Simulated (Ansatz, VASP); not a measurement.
One calculation of RbAs8, two programs

```xyz
9
Lattice="7.2155 0.0000 0.0000 -3.6077 6.2488 0.0000 0.0000 0.0000 7.0901" Properties=species:S:1:pos:R:3 pbc="T T T"
Rb    0.0000    0.0000    3.5451
As    0.0000    4.1659    0.7286
As    1.8245    1.0534    0.6674
As    3.6077    4.1420    0.6674
As    5.3909    1.0534    0.6674
As   -1.7832    5.1954    6.4227
As    0.0000    2.1068    6.4227
As    1.7832    5.1954    6.4227
As    3.6077    2.0829    6.3615
```

Alike in both runs: functional PBE; dispersion D3(BJ); k mesh 3 × 3 × 4; occupations gaussian, width 0.1 eV; no spin polarisation.

Ansatz relaxed the structure, and its values are those at the end. VASP's run is a single point on that final structure, the one shown.

|  | VASP | Ansatz |
| --- | --- | --- |
| version | VASP 6.6.1 | Ansatz 0.2.0 |
| potentials or method | VASP PAW PBE potentials, release 64 (Rb_sv, As), cutoff 520 eV | scalar-relativistic, plane waves, PAW |
| valence electrons in the cell | 49 | 129 |

|  | VASP | Ansatz | Ansatz less VASP |
| --- | --- | --- | --- |
| gap on the k mesh at the Fermi level (eV) | none | none | - |
| pressure (GPa) | 0.2 | 0.0 | -0.19 |
| rms of the force components (eV/Å) | 0.036 | 0.005 | -0.0308 |

A gap of «none» marks a metal or a gap that the smearing closes. VASP's potentials hold 49 valence electrons a cell and Ansatz's 129, so a difference there can come from the potentials and not from the codes.
